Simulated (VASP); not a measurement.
# MgS (F-43m) in VASP: a series of runs

MgS is run at these levels: PBEsol+D3(BJ); tasks: single point.

Everything below comes from runs of VASP 6.6.1. Logs are shortened: lines on timing, memory, paths and dates and some standing lists are left out, and cuts for length are marked.

### Step 1. The cell of the first run

The structure is cubic, space group F-43m (No. 216). Conventional cell: a = 5.666 Å, b = 5.666 Å, c = 5.666 Å, α = 90.00°, β = 90.00°, γ = 90.00°. Within 3.2 Å of Mg (site symmetry -43m) lie 4 S at 2.45 Å. S (site symmetry -43m) has 4 Mg at 2.45 Å within 3.2 Å.

### Step 2. Single point, PBEsol+D3(BJ)

INCAR

```
SYSTEM = MgS
ALGO = Normal
EDIFF = 1E-6
ENCUT = 520
GGA = PS
ISIF = 2
ISMEAR = 0
IVDW = 12
LASPH = .True.
LCHARG = .False.
LREAL = .False.
LWAVE = .False.
NBANDS = 11
NELM = 100
PREC = Accurate
SIGMA = 0.01
```

KPOINTS

```
k-points
0
Gamma
  2 2 2
  0 0 0
```

POSCAR

```
MgS
1.0
    0.0000000000      2.8331200500      2.8331200500
    2.8331200500      0.0000000000      2.8331200500
    2.8331200500      2.8331200500      0.0000000000
Mg S
1 1
Direct
    0.0000000000      0.0000000000      0.0000000000
    0.7500000000      0.7500000000      0.7500000000
```

Potentials or basis: VASP PAW PBE potentials, release 64 (Mg, S).

Started as:

```bash
cat potpaw_PBE.64/Mg/POTCAR potpaw_PBE.64/S/POTCAR > POTCAR
mpirun -np 1 vasp_std > vasp.out
```

OUTCAR:

```text
SYSTEM = MgS
   EDIFF = 1E-6
   ENCUT = 520
   GGA = PS
   ISIF = 2
   ISMEAR = 0
   IVDW = 12
   LASPH = .True.
   LREAL = .False.
   NELM = 100
   PREC = Accurate
 IVDW          = 12

 ion  position               nearest neighbor table
   1  0.000  0.000  0.000-   2 2.45   2 2.45   2 2.45   2 2.45
   2  0.750  0.750  0.750-   1 2.45   1 2.45   1 2.45   1 2.45

  LATTYP: Found a face centered cubic cell.
 ALAT       =     5.6662401000

  Lattice vectors:

 A1 = (   0.0000000000,   2.8331200500,   2.8331200500)
 A2 = (   2.8331200500,   0.0000000000,   2.8331200500)
 A3 = (   2.8331200500,   2.8331200500,   0.0000000000)

Analysis of symmetry for initial positions (statically):
=====================================================================
 Subroutine PRICEL returns:
 Original cell was already a primitive cell.

 Routine SETGRP: Setting up the symmetry group for a
 face centered cubic supercell.

 Subroutine GETGRP returns: Found 24 space group operations
 (whereof 24 operations were pure point group operations)
 out of a pool of 48 trial point group operations.

The static configuration has the point symmetry T_d .

Analysis of symmetry for dynamics (positions and initial velocities):
=====================================================================
 Subroutine PRICEL returns:
 Original cell was already a primitive cell.

 Routine SETGRP: Setting up the symmetry group for a
 face centered cubic supercell.

 Subroutine GETGRP returns: Found 24 space group operations
 (whereof 24 operations were pure point group operations)
 out of a pool of 48 trial point group operations.

The dynamic configuration has the point symmetry T_d .

 Subroutine INISYM returns: Found 24 space group operations
 (whereof 24 operations are pure point group operations),
 and found     1 'primitive' translations

----------------------------------------------------------------------------------------

                                     Primitive cell

  volume of cell :      45.4805

  direct lattice vectors                    reciprocal lattice vectors
     0.000000000  2.833120050  2.833120050    -0.176483873  0.176483873  0.176483873
     2.833120050  0.000000000  2.833120050     0.176483873 -0.176483873  0.176483873
     2.833120050  2.833120050  0.000000000     0.176483873  0.176483873 -0.176483873

  length of vectors
     4.006636799  4.006636799  4.006636799     0.305679035  0.305679035  0.305679035

  position of ions in fractional coordinates (direct lattice)
     0.000000000  0.000000000  0.000000000
     0.750000000  0.750000000  0.750000000

  ion indices of the primitive-cell ions
   primitive index   ion index
                 1           1
                 2           2

----------------------------------------------------------------------------------------

 KPOINTS: k-points

Automatic generation of k-mesh.
 Grid dimensions read from file:
 generate k-points for:    2    2    2

 Generating k-lattice:

  Cartesian coordinates                     Fractional coordinates (reciprocal lattice)
    -0.088241937  0.088241937  0.088241937     0.500000000  0.000000000  0.000000000
     0.088241937 -0.088241937  0.088241937     0.000000000  0.500000000  0.000000000
     0.088241937  0.088241937 -0.088241937     0.000000000  0.000000000  0.500000000

  Length of vectors
     0.152839518  0.152839518  0.152839518

  Shift w.r.t. Gamma in fractional coordinates (k-lattice)
     0.000000000  0.000000000  0.000000000

 Subroutine IBZKPT returns following result:
 ===========================================

 Found      3 irreducible k-points:

 Following reciprocal coordinates:
            Coordinates               Weight
  0.000000  0.000000  0.000000      1.000000
  0.500000  0.000000  0.000000      4.000000
  0.500000  0.500000  0.000000      3.000000
   k-points           NKPTS =      3   k-points in BZ     NKDIM =      3   number of bands    NBANDS=     11
   number of dos      NEDOS =    301   number of ions     NIONS =      2
   total plane-waves  NPLWV =  27000
   dimension x,y,z NGX =    30 NGY =   30 NGZ =   30
   dimension x,y,z NGXF=    60 NGYF=   60 NGZF=   60
   ions per type =               1   1
   NGX,Y,Z   is equivalent  to a cutoff of  12.45, 12.45, 12.45 a.u.
   NGXF,Y,Z  is equivalent  to a cutoff of  24.90, 24.90, 24.90 a.u.
 SYSTEM =  MgS
   PREC   = accura    normal or accurate (medium, high low for compatibility)
   ISTART =      0    job   : 0-new  1-cont  2-samecut
   ICHARG =      2    charge: 1-file 2-atom 10-const
   ISPIN  =      1    spin polarized calculation?
   LNONCOLLINEAR =      F non collinear calculations
   LSORBIT =      F    spin-orbit coupling
   LASPH  =      T    aspherical Exc in radial PAW
   ENCUT  =  520.0 eV  38.22 Ry    6.18 a.u.   7.45  7.45  7.45*2*pi/ulx,y,z
   NELM   =    100;   NELMIN=  2; NELMDL= -5     # of ELM steps
   EDIFF  = 0.1E-05   stopping-criterion for ELM
   LREAL  =      F    real-space projection
   EDIFFG = 0.1E-04   stopping-criterion for IOM
   NSW    =      0    number of steps for IOM
   IBRION =     -1    ionic relax: 0-MD 1-quasi-New 2-CG
   NFREE  =      0    steps in history (QN), initial steepest desc. (CG)
   ISIF   =      2    stress and relaxation
   ISYM   =      2    0-nonsym 1-usesym 2-fastsym
   POTIM  = 0.5000    time-step for ionic-motion
   TEBEG  =    0.0;   TEEND  =   0.0 temperature during run
   PSTRESS=    0.0 pullay stress
   NELECT =       8.0000    total number of electrons
   NUPDOWN=      -1.0000    fix difference up-down
   EMIN   =  10.00;   EMAX   =-10.00  energy-range for DOS
   EFERMI =   0.00;   METHOD = LEGACY
   ISMEAR =     0;   SIGMA  =   0.01  broadening in eV -4-tet -1-fermi 0-gaus
   EFERMI_NEDOS =   21; number of points for ismear=-14 and -15
   IALGO  =     38    algorithm
   IMIX   =      4    mixing-type and parameters
     AMIX     =   0.40;   BMIX     =  1.00
     AMIX_MAG =   1.60;   BMIX_MAG =  1.00
  volume/ion in A,a.u.               =      22.74       153.46
  Fermi-wavevector in a.u.,A,eV,Ry     =   0.917269  1.733386 11.447692  0.841382
  Thomas-Fermi vector in A             =   2.042218
   LORBIT       =      0    0 simple, 1 ext, 2 COOP (PROOUT), +10 PAW based schemes
   GGA     = PS    functional components
   LHFCALC =     F    Hartree Fock is set to
   AEXX    =    0.0000 exact exchange contribution
   IVDW    =    12    specifies the selected vdW correction
   LEPSILON=     F    determine dielectric tensor
   LRPA    =     F    only Hartree local field effects (RPA)
 non-spin polarized calculation
 Gauss-broadening in eV      SIGMA  =   0.01
  energy-cutoff  :      520.00
  volume of cell :       45.48
 maximum number of plane-waves:      1243
 NGX is ok and might be reduce to    30
   NGX = 15   NGY = 15   NGZ = 15

 number of electron       8.0000001 magnetization

 Free energy of the ion-electron system (eV)
  ---------------------------------------------------
  ext. energy  EPLUGINS =         0.00000000
  ---------------------------------------------------
  free energy    TOTEN  =        -8.16007251 eV

  energy without entropy =       -8.16007251  energy(sigma->0) =       -8.16007251

 E-fermi :   1.3806     XC(G=0):  -8.4450

 val. band max:        1.2883074246   @ k =   0.0000   0.0000   0.0000
 cond. band min:       4.4596296934   @ k =   0.0000   0.0000   0.0000
 fundamental gap:      3.1713222688
 Fermi energy:         1.3806438278

 k-point     1 :       0.0000    0.0000    0.0000
  band No.  band energies     occupation
      1      -9.9552      2.00000
      2       1.2883      2.00000
      3       1.2883      2.00000
      4       1.2883      2.00000
      5       4.4596      0.00000
      6       8.9624      0.00000
      7       8.9624      0.00000
      8       8.9624      0.00000
      9      11.8950      0.00000
     10      11.8950      0.00000
     11      14.6359      0.00000

 k-point     2 :       0.5000    0.0000    0.0000
  band No.  band energies     occupation
      1      -9.2348      2.00000
      2      -1.9903      2.00000
      3       0.9460      2.00000
      4       0.9460      2.00000
      5       6.1099      0.00000
      6       8.6300      0.00000
      7       8.6300      0.00000
      8       9.6286      0.00000
      9      13.8446      0.00000
     10      14.3056      0.00000
     11      14.3056      0.00000

 k-point     3 :       0.5000    0.5000    0.0000
  band No.  band energies     occupation
      1      -9.0021      2.00000
      2      -1.6503      2.00000
      3       0.2014      2.00000
      4       0.2014      2.00000
      5       4.8153      0.00000
      6       6.6431      0.00000
      7      12.2614      0.00000
      8      13.2887      0.00000
      9      13.2887      0.00000
     10      15.0544      0.00000
     11      15.0549      0.00000

------------------------ aborting loop because EDIFF is reached ----------------------------------------

 Edisp (eV)   -0.46983

 E8    (eV) :    -0.2936

  FORCE on cell =-STRESS in cart. coord.  units (eV):
  Direction    XX          YY          ZZ          XY          YZ          ZX
  --------------------------------------------------------------------------------------
  -------------------------------------------------------------------------------------
  Total       0.30430     0.30430     0.30430     0.00000    -0.00000     0.00000
  in kB      10.71973    10.71973    10.71973     0.00000    -0.00000     0.00000
  external pressure =       10.72 kB  Pullay stress =        0.00 kB

 VOLUME and BASIS-vectors are now :
 -----------------------------------------------------------------------------
  energy-cutoff  :      520.00
  volume of cell :       45.48
      direct lattice vectors                 reciprocal lattice vectors
     0.000000000  2.833120050  2.833120050    -0.176483873  0.176483873  0.176483873
     2.833120050  0.000000000  2.833120050     0.176483873 -0.176483873  0.176483873
     2.833120050  2.833120050  0.000000000     0.176483873  0.176483873 -0.176483873

 POSITION                                       TOTAL-FORCE (eV/Angst)
 -----------------------------------------------------------------------------------
      0.00000      0.00000      0.00000         0.000000     -0.000000     -0.000000
      4.24968      4.24968      4.24968        -0.000000      0.000000      0.000000
 -----------------------------------------------------------------------------------
    total drift:                               -0.000000     -0.000000     -0.000000

  FREE ENERGIE OF THE ION-ELECTRON SYSTEM (eV)
  ---------------------------------------------------
  free  energy   TOTEN  =        -8.6299054209 eV

  energy  without entropy=       -8.6299054209  energy(sigma->0) =       -8.62990542
```

Wall time 2.5 s (1 thread of AMD EPYC 9R45 (Zen 5), shared host); peak memory 0.14 GiB.

What came out:

```
Free energy                : -8.6299 eV
Pressure                   : 1.1 GPa
Band gap on the k mesh     : 3.17 eV, direct
Dispersion energy per atom : -0.235 eV
```

Caveat: the k points lie up to 0.96 Å⁻¹ apart; three body term missing; the PAW data sets were made with another functional, which shifts forces and pressure a little. As with any semilocal functional, this PBEsol gap is likely too small.

### Step 3. Single point, PBEsol+D3(BJ)

INCAR

```
SYSTEM = MgS
PREC     = Accurate       ! precision mode
ENCUT    = 520            ! plane-wave cutoff, eV
EDIFF    = 1E-6           ! SCF threshold, eV
ISMEAR   = 0              ! smearing method
SIGMA    = 0.01           ! smearing width, eV
LREAL    = .FALSE.        ! projectors in reciprocal space
LASPH    = .TRUE.         ! aspherical terms in the spheres
NELM     = 80             ! most SCF steps
ALGO     = Normal         ! electronic algorithm
ISIF     = 2              ! what is computed and relaxed
LWAVE    = .FALSE.        ! write WAVECAR
LCHARG   = .TRUE.         ! write CHGCAR
GGA      = PS             ! functional
IVDW     = 12             ! dispersion correction
LELF     = .TRUE.         ! ELF
LVHAR    = .TRUE.       
NBANDS   = 11             ! bands
```

KPOINTS

```
Automatic mesh
0
G
  4 4 4
  0 0 0
```

POSCAR is that of step 2.

Potentials or basis: VASP PAW PBE potentials, release 64 (Mg, S).

Started as:

```bash
cat potpaw_PBE.64/Mg/POTCAR potpaw_PBE.64/S/POTCAR > POTCAR
mpirun -np 1 vasp_std > vasp.out
```

It took 3.7 s on 1 thread of AMD EPYC 9R45 (Zen 5), shared host; peak memory 0.14 GiB.

It converged, with:

```yaml
Free_energy: -9.3710 eV
Pressure: -2.1 GPa
Band_gap_on_the_k_mesh: 3.28 eV, direct
Dispersion_energy_per_atom: -0.235 eV
```

Levels at points of the mesh, in eV from the valence-band top:
```tsv
k point	band 1	band 2	band 3	band 4	band 5	band 6	band 7	band 8
(0.00, 0.00, 0.00)	-11.26	0.00	0.00	0.00	3.28	7.86	7.86	7.86
(0.50, 0.00, 0.00)	-10.57	-3.18	-0.33	-0.33	4.98	7.53	7.53	8.41
(0.50, 0.50, 0.00)	-10.35	-2.85	-1.05	-1.05	3.70	5.53	11.00	12.14
```

Caveat: the k points lie up to 0.48 Å⁻¹ apart; three body term missing; the PAW data sets were made with another functional, which shifts forces and pressure a little.
